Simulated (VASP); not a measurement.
Set up this calculation in VASP 6.6.1, as the native input.

```
Task                   : single point
Functional             : r2SCAN
Potentials or basis    : VASP PAW PBE potentials, release 64 (In_d, Sb)
Cutoff                 : 520 eV
k mesh                 : 6 × 6 × 6
Occupations            : fermi-dirac, width 0.02 eV
Spin                   : no spin polarisation
Dipole correction      : no
Further INCAR settings : ALGO = Normal; EDIFF = 1e-06; NBANDS = 16
```

The system is InSb.

```
CELL_PARAMETERS angstrom
0.00000 3.27953 3.27953
3.27953 0.00000 3.27953
3.27953 3.27953 0.00000
ATOMIC_POSITIONS crystal
In 0.00000 0.00000 0.00000
Sb 0.25000 0.25000 0.25000
```

The input as run:

POSCAR

```
InSb
1.0
    0.0000000000      3.2795276001      3.2795276001
    3.2795276001      0.0000000000      3.2795276001
    3.2795276001      3.2795276001      0.0000000000
In Sb
1 1
Direct
    0.0000000000      0.0000000000      0.0000000000
    0.2500000000      0.2500000000      0.2500000000
```

INCAR.step1

```
SYSTEM = InSb
  PREC = Accurate
  ENCUT = 520
  ISMEAR = -1
  SIGMA = 0.02
  LREAL = .False.
  LASPH = .True.
  NELM = 80
  NBANDS = 16
  GGA = PE
  ALGO = Normal
  EDIFF = 1E-4
  LWAVE = .True.
  LCHARG = .False.
```

INCAR.step2

```
SYSTEM = InSb
  PREC = Accurate
  ENCUT = 520
  EDIFF = 1E-6
  ISMEAR = -1
  SIGMA = 0.02
  LREAL = .False.
  LASPH = .True.
  NELM = 80
  ALGO = Normal
  ISIF = 2
  LWAVE = .False.
  LCHARG = .True.
  METAGGA = R2SCAN
  LMIXTAU = .True.
  LELF = .True.
  LVHAR = .True.
  NBANDS = 16
  ISTART = 1
```

KPOINTS

```
regular mesh
0
Gamma
  6 6 6
  0 0 0
```

Potentials or basis: VASP PAW PBE potentials, release 64 (In_d, Sb).

Launch:

```bash
$ cat potpaw_PBE.64/In_d/POTCAR potpaw_PBE.64/Sb/POTCAR > POTCAR
$ cp INCAR.step1 INCAR
$ mpirun -np 1 vasp_std > vasp.out
$ cp INCAR.step2 INCAR
$ mpirun -np 1 vasp_std > vasp.out
```

It gave:

* Pressure: 0.0 GPa
* Band gap on the k mesh: 0.01 eV

Caveat: the smearing spreads over this small gap; semilocal functionals underestimate gaps, and a narrow one can read as zero; the PAW data sets were made with another functional, which shifts forces and pressure a little; spin-orbit coupling is left out, which moves the levels of the heavy elements.

Run time: 68 s on 1 thread of AMD EPYC 7R13 Processor (Zen 3), on a shared host, peak memory 0.19 GiB.
